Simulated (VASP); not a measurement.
# As (Fd-3m) in VASP: a series of runs

As is run at these levels: r2SCAN; tasks: single point.

Everything below comes from runs of VASP 6.6.1. Logs are shortened: lines on timing, memory, paths and dates and some standing lists are left out, and cuts for length are marked.

### 1 The cell of the first run

The structure is cubic, space group Fd-3m (No. 227). Conventional cell: a = 6.009 Å, b = 6.009 Å, c = 6.009 Å, α = 90.00°, β = 90.00°, γ = 90.00°. As (site symmetry -43m) has 4 As at 2.60 Å within 3.4 Å.

### 2 Single point, r2SCAN

POSCAR

```
As
1.0
    0.0000000000      3.0043450054      3.0043450054
    3.0043450054      0.0000000000      3.0043450054
    3.0043450054      3.0043450054      0.0000000000
As
2
Direct
    0.0000000000      0.0000000000      0.0000000000
    0.2500000000      0.2500000000      0.2500000000
```

INCAR.step1

```
SYSTEM = As
PREC     = Accurate       ! precision mode
ENCUT    = 520            ! plane-wave cutoff, eV
ISMEAR   = -1             ! smearing method
SIGMA    = 0.1            ! smearing width, eV
LREAL    = .FALSE.        ! projectors in reciprocal space
LASPH    = .TRUE.         ! aspherical terms in the spheres
NELM     = 80             ! most SCF steps
NBANDS   = 12             ! bands
GGA      = PE             ! functional
ALGO     = Normal         ! electronic algorithm
EDIFF    = 1E-4           ! SCF threshold, eV
LWAVE    = .TRUE.         ! write WAVECAR
LCHARG   = .FALSE.        ! write CHGCAR
```

INCAR.step2

```
SYSTEM = As
PREC     = Accurate       ! precision mode
ENCUT    = 520            ! plane-wave cutoff, eV
EDIFF    = 1E-6           ! SCF threshold, eV
ISMEAR   = -1             ! smearing method
SIGMA    = 0.1            ! smearing width, eV
LREAL    = .FALSE.        ! projectors in reciprocal space
LASPH    = .TRUE.         ! aspherical terms in the spheres
NELM     = 80             ! most SCF steps
ALGO     = Normal         ! electronic algorithm
ISIF     = 2              ! what is computed and relaxed
LWAVE    = .FALSE.        ! write WAVECAR
LCHARG   = .FALSE.        ! write CHGCAR
METAGGA  = R2SCAN         ! meta-GGA
LMIXTAU  = .TRUE.       
NBANDS   = 12             ! bands
ISTART   = 1
```

KPOINTS

```
Automatic mesh
0
G
  10 10 10
  0 0 0
```

Potentials or basis: VASP PAW PBE potentials, release 64 (As).

Command:

```bash
cat potpaw_PBE.64/As/POTCAR > POTCAR
cp INCAR.step1 INCAR
mpirun -np 1 vasp_std > vasp.out
cp INCAR.step2 INCAR
mpirun -np 1 vasp_std > vasp.out
```

OUTCAR:

```text
SYSTEM = As
   PREC = Accurate
   ENCUT = 520
   EDIFF = 1E-6
   ISMEAR = -1
   LREAL = .FALSE.
   LASPH = .TRUE.
   NELM = 80
   ISIF = 2
   METAGGA = R2SCAN
   ISTART = 1

 ion  position               nearest neighbor table
   1  0.000  0.000  0.000-   2 2.60   2 2.60   2 2.60   2 2.60
   2  0.250  0.250  0.250-   1 2.60   1 2.60   1 2.60   1 2.60

  LATTYP: Found a face centered cubic cell.
 ALAT       =     6.0086900108

  Lattice vectors:

 A1 = (   0.0000000000,   3.0043450054,   3.0043450054)
 A2 = (   3.0043450054,   0.0000000000,   3.0043450054)
 A3 = (   3.0043450054,   3.0043450054,   0.0000000000)

Analysis of symmetry for initial positions (statically):
=====================================================================
 Subroutine PRICEL returns:
 Original cell was already a primitive cell.

 Routine SETGRP: Setting up the symmetry group for a
 face centered cubic supercell.

 Subroutine GETGRP returns: Found 48 space group operations
 (whereof 24 operations were pure point group operations)
 out of a pool of 48 trial point group operations.

The static configuration has the point symmetry T_d .
 The point group associated with its full space group is O_h .

Analysis of symmetry for dynamics (positions and initial velocities):
=====================================================================
 Subroutine PRICEL returns:
 Original cell was already a primitive cell.

 Routine SETGRP: Setting up the symmetry group for a
 face centered cubic supercell.

 Subroutine GETGRP returns: Found 48 space group operations
 (whereof 24 operations were pure point group operations)
 out of a pool of 48 trial point group operations.

The dynamic configuration has the point symmetry T_d .
 The point group associated with its full space group is O_h .

 Subroutine INISYM returns: Found 48 space group operations
 (whereof 24 operations are pure point group operations),
 and found     1 'primitive' translations

----------------------------------------------------------------------------------------

                                     Primitive cell

  volume of cell :      54.2350

  direct lattice vectors                    reciprocal lattice vectors
     0.000000000  3.004345005  3.004345005    -0.166425627  0.166425627  0.166425627
     3.004345005  0.000000000  3.004345005     0.166425627 -0.166425627  0.166425627
     3.004345005  3.004345005  0.000000000     0.166425627  0.166425627 -0.166425627

  length of vectors
     4.248785453  4.248785453  4.248785453     0.288257641  0.288257641  0.288257641

[... 85 lines left out ...]
   NFREE  =      0    steps in history (QN), initial steepest desc. (CG)
   ISIF   =      2    stress and relaxation
   ISYM   =      2    0-nonsym 1-usesym 2-fastsym
   POTIM  = 0.5000    time-step for ionic-motion
   TEBEG  =    0.0;   TEEND  =   0.0 temperature during run
   PSTRESS=    0.0 pullay stress
   NELECT =      10.0000    total number of electrons
   NUPDOWN=      -1.0000    fix difference up-down
   EMIN   =  10.00;   EMAX   =-10.00  energy-range for DOS
   EFERMI =   0.00;   METHOD = LEGACY
   ISMEAR =    -1;   SIGMA  =   0.10  broadening in eV -4-tet -1-fermi 0-gaus
   EFERMI_NEDOS =   21; number of points for ismear=-14 and -15
   IALGO  =     38    algorithm
   IMIX   =      4    mixing-type and parameters
     AMIX     =   0.40;   BMIX     =  1.00
     AMIX_MAG =   1.60;   BMIX_MAG =  1.00
  volume/ion in A,a.u.               =      27.12       183.00
  Fermi-wavevector in a.u.,A,eV,Ry     =   0.931784  1.760816 11.812858  0.868221
  Thomas-Fermi vector in A             =   2.058313
   LORBIT       =      0    0 simple, 1 ext, 2 COOP (PROOUT), +10 PAW based schemes
   METAGGA = R2SCAN    functional components
   LHFCALC =     F    Hartree Fock is set to
   AEXX    =    0.0000 exact exchange contribution
   IVDW    =     0    specifies the selected vdW correction
   LEPSILON=     F    determine dielectric tensor
   LRPA    =     F    only Hartree local field effects (RPA)
 non-spin polarized calculation
  energy-cutoff  :      520.00
  volume of cell :       54.23
 maximum number of plane-waves:      1476
   NGX = 15   NGY = 15   NGZ = 15

 number of electron      10.0000001 magnetization

 Free energy of the ion-electron system (eV)
  ---------------------------------------------------
  ext. energy  EPLUGINS =         0.00000000
  ---------------------------------------------------
  free energy    TOTEN  =       -28.59342046 eV

  energy without entropy =      -28.55279729  energy(sigma->0) =      -28.57310888

 E-fermi :   3.2169     XC(G=0):  -9.2187

 val. band max:        3.2035913671   @ k =   0.4000   0.3000   0.0000
 cond. band min:       3.2451798386   @ k =   0.4000   0.3000   0.1000
 fundamental gap:      0.0415884715
 Fermi energy:         3.2168815062

 k-point     1 :       0.0000    0.0000    0.0000
  band No.  band energies     occupation
      1     -11.4751      2.00000
      2      -2.6003      2.00000
      3       0.8450      2.00000
      4       0.8450      2.00000
      5       0.8450      2.00000
      6       3.8318      0.00426
      7       3.8318      0.00426
      8       3.8318      0.00426
      9       8.5949      0.00000
     10      11.5560      0.00000
     11      11.5560      0.00000
     12      13.5381      0.00000
[... 331 lines left out ...]
 k-point    24 :       0.4000    0.3000    0.0000
  band No.  band energies     occupation
      1      -9.9003      2.00000
      2      -6.6479      2.00000
      3      -1.2297      2.00000
      4      -1.0010      2.00000
      5       2.6928      1.98947
      6       3.2036      1.06635
      7       7.2066      0.00000
      8       7.3956      0.00000
      9       9.7947      0.00000
     10      12.3480      0.00000
     11      13.5301      0.00000
     12      15.2943      0.00000

 [... further k-points ...]
[... 5 lines left out ...]
  --------------------------------------------------------------------------------------
  -------------------------------------------------------------------------------------
  Total        0.4660758      0.4660758      0.4660758     -0.0000000     -0.0000000     -0.0000000
  in kB       13.7685360     13.7685360     13.7685360     -0.0000000     -0.0000000     -0.0000000
  external PRESSURE =      13.7685360 kB  Pullay stress =       0.0000000 kB

 VOLUME and BASIS-vectors are now :
 -----------------------------------------------------------------------------
  energy-cutoff  :      520.00
  volume of cell :       54.23
      direct lattice vectors                 reciprocal lattice vectors
     0.000000000  3.004345005  3.004345005    -0.166425627  0.166425627  0.166425627
     3.004345005  0.000000000  3.004345005     0.166425627 -0.166425627  0.166425627
     3.004345005  3.004345005  0.000000000     0.166425627  0.166425627 -0.166425627

 POSITION                                       TOTAL-FORCE (eV/Angst)
 -----------------------------------------------------------------------------------
      0.00000      0.00000      0.00000         0.000000      0.000000     -0.000000
      1.50217      1.50217      1.50217        -0.000000     -0.000000      0.000000
 -----------------------------------------------------------------------------------
    total drift:                               -0.000000      0.000000      0.000000

  FREE ENERGIE OF THE ION-ELECTRON SYSTEM (eV)
  ---------------------------------------------------
  free  energy   TOTEN  =       -28.5934204645 eV

  energy  without entropy=      -28.5527972869  energy(sigma->0) =      -28.57310888
```

OUTCAR.step1:

```text
SYSTEM = As
   PREC = Accurate
   ENCUT = 520
   ISMEAR = -1
   LREAL = .FALSE.
   LASPH = .TRUE.
[... 582 lines left out ...]
      0.00000      0.00000      0.00000        -0.000000     -0.000000     -0.000000
      1.50217      1.50217      1.50217         0.000000      0.000000      0.000000
 -----------------------------------------------------------------------------------
    total drift:                               -0.000000      0.000000      0.000000

  FREE ENERGIE OF THE ION-ELECTRON SYSTEM (eV)
  ---------------------------------------------------
  free  energy   TOTEN  =        -8.7067660578 eV

  energy  without entropy=       -8.6654741040  energy(sigma->0) =       -8.68612008
```

Wall time 51 s (1 thread of AMD EPYC 9R45 (Zen 5), shared host); peak memory 0.16 GiB.

What came out:

| Item | Value |
| --- | --- |
| Free energy | -28.5934 eV |
| Pressure | 1.4 GPa |
| Band gap on the k mesh | zero (band 5 reaches 4.16 eV, above the bottom of band 6 at 2.57 eV) |

Caveat: the PAW data sets were made with another functional, which shifts forces and pressure a little.

(Continued in part 2 of 3.)
